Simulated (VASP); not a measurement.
Input of a VASP 6.6.1 run:

File INCAR:

```
SYSTEM = As
PREC = Accurate
ENCUT = 520
EDIFF = 1E-7
ISMEAR = 0
SIGMA = 0.1
LREAL = .FALSE.
LASPH = .TRUE.
NELM = 80
ALGO = Normal
ISIF = 2
LWAVE = .FALSE.
LCHARG = .FALSE.
NBANDS = 12
```

Contents of KPOINTS:

```
regular mesh
0
G
  15 15 15
  0 0 0
```

The input POSCAR:

```
As
1.0
    1.8799112747      1.0853672805      3.3288269456
   -1.8799112747      1.0853672805      3.3288269456
    0.0000000000     -2.1707345610      3.3288269456
As
2
Direct
    0.2305477058      0.2305477058      0.2305477058
    0.7694522942      0.7694522942      0.7694522942
```

Potentials or basis: VASP PAW LDA potentials, release 64 (As).

Run with:

```console
$ cat potpaw_LDA.64/As/POTCAR > POTCAR
$ mpirun -np 1 vasp_std > vasp.out
```

(1) Predict the largest force.

(2) What does it give for the band gap on the k mesh?

(3) What does it give for the pressure?

## Answers

(1) 0.065 eV/Å.

(2) zero (band 5 reaches 6.05 eV, above the bottom of band 6 at 5.90 eV).

(3) 0.4 GPa.
